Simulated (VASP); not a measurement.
Set up this calculation in VASP 6.6.1, as the native input.

```yaml
Task: electric field gradients
Functional: LDA
Potentials_or_basis: VASP PAW LDA potentials, release 64 (Y_sv, S)
Cutoff: 520 eV
k_mesh: 8 × 8 × 8
Occupations: fermi-dirac, width 0.01 eV
Spin: no spin polarisation
Dipole_correction: no
Further_INCAR_settings: ALGO = Normal; EDIFF = 1e-08; NBANDS = 16
```

The structure of YS lies in POSCAR:

```
YS
1.0
    0.0000000000      2.6876414272      2.6876414272
    2.6876414272      0.0000000000      2.6876414272
    2.6876414272      2.6876414272      0.0000000000
Y S
1 1
Direct
    0.5000000000      0.5000000000      0.5000000000
    0.0000000000      0.0000000000      0.0000000000
```

This cell differs from its parent crystal: volume scaled by 0.94.

One way to write it, as run:

INCAR

```
SYSTEM = YS
PREC     = Accurate       ! precision mode
ENCUT    = 520            ! plane-wave cutoff, eV
EDIFF    = 1E-8           ! SCF threshold, eV
ISMEAR   = -1             ! smearing method
SIGMA    = 0.01           ! smearing width, eV
LREAL    = .False.        ! projectors in reciprocal space
LASPH    = .True.         ! aspherical terms in the spheres
NELM     = 60             ! most SCF steps
ALGO     = Normal         ! electronic algorithm
ISIF     = 2              ! what is computed and relaxed
LWAVE    = .False.        ! write WAVECAR
LCHARG   = .False.        ! write CHGCAR
LEFG     = .True.       
NBANDS   = 16             ! bands
```

KPOINTS

```
regular mesh
0
Gamma
  8 8 8
  0 0 0
```

Potentials or basis: VASP PAW LDA potentials, release 64 (Y_sv, S).

Command:

```bash
$ cat potpaw_LDA.64/Y_sv/POTCAR potpaw_LDA.64/S/POTCAR > POTCAR
$ mpirun -np 1 vasp_std > vasp.out
```

It gave:

The pressure is 2.9 GPa.

Caveat: without QUAD_EFG the Cq values of the log hold for a quadrupole moment of 1 mb, not for the nuclei.

Wall time 39 s on 1 thread of Intel Xeon 8259CL, on a shared host, peak memory 0.16 GiB.
